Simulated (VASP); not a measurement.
A run of VASP 6.6.1 is set up as follows.

The input INCAR:

```
AGGAC = 1.0
AGGAX = 1.0
ALDAC = 0.0
ALDAX = 1.0
ALGO = Normal
EDIFF = 1E-6
ENCUT = 520
GGA = B5
ISIF = 2
ISMEAR = -1
ISPIN = 2
LASPH = T
LCHARG = T
LELF = T
LMAXMIX = 4
LORBIT = 11
LREAL = F
LVHAR = T
LWAVE = F
MAGMOM = -1.692 -1.692
NBANDS = 20
NELM = 150
PREC = Accurate
SIGMA = 0.05
```

File KPOINTS:

```
k-points
0
Gamma
  18 18 9
```

The input POSCAR:

```
Co
1.0
   -1.7245627095      1.4172604617      1.2640949206
    1.4172604617     -1.7245627095      1.2640949206
    3.1955883524      3.1955883524     -1.8269195503
Co
2
Direct
    0.9583031049      0.0416968951      0.0000000000
    0.7916968951      0.2083031049      0.5000000000
```

Potentials or basis: VASP PAW PBE potentials, release 64 (Co).

Command:

```sh
$ cat potpaw_PBE.64/Co/POTCAR > POTCAR
$ mpirun -np 1 vasp_std > vasp.out
```

Task: What does it give for the net moment?

Result: -3.22 μB per cell.

Task: What does it give for the pressure?

Result: -7.2 GPa.

Task: Predict the largest force.

Result: 0.004 eV/Å.

Forces in eV/Å, atoms in the order of the input:
```
Co   0.003 -0.003  0.000
Co  -0.003  0.003  0.000
```

Caveat: the cell stands under tension; the PAW data sets were made with another functional, which shifts forces and pressure a little.
